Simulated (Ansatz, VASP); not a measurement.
## Two plane-wave programs on KF

```
K F
1.0
     0.00000    2.74034    2.53982
     2.74034    0.00000    2.53982
     2.74034    2.74034    0.00000
K F
1 1
Direct
  0.00000 0.00000 0.00000
  0.50000 0.50000 0.50000
```

Change from the starting cell: strain +0.025 along x and y, -0.050 along z, atoms carried along.

Alike in both runs: task single point; functional r2SCAN; k mesh 8 × 8 × 8; occupations gaussian, width 0.05 eV; no spin polarisation.

```csv
,VASP,Ansatz
version,VASP 6.6.1,Ansatz 0.2.0
potentials or method,"VASP PAW PBE potentials, release 64 (K_sv, F), cutoff 520 eV","scalar-relativistic, plane waves, PAW"
valence electrons in the cell,16,16
```

```csv
,VASP,Ansatz,Ansatz less VASP
gap on the k mesh at the Fermi level (eV),6.70,6.70,+0.001
least direct gap on the mesh (eV),6.70,6.70,+0.001
pressure (GPa),0.1,0.1,+0.02
"traceless stress, the component that is largest in VASP (GPa)",3.59,3.48,-0.110
```

VASP's potentials were made for PBE, not for r2SCAN. With one functional, cell and mesh, what is left measures potentials, basis and numerics.
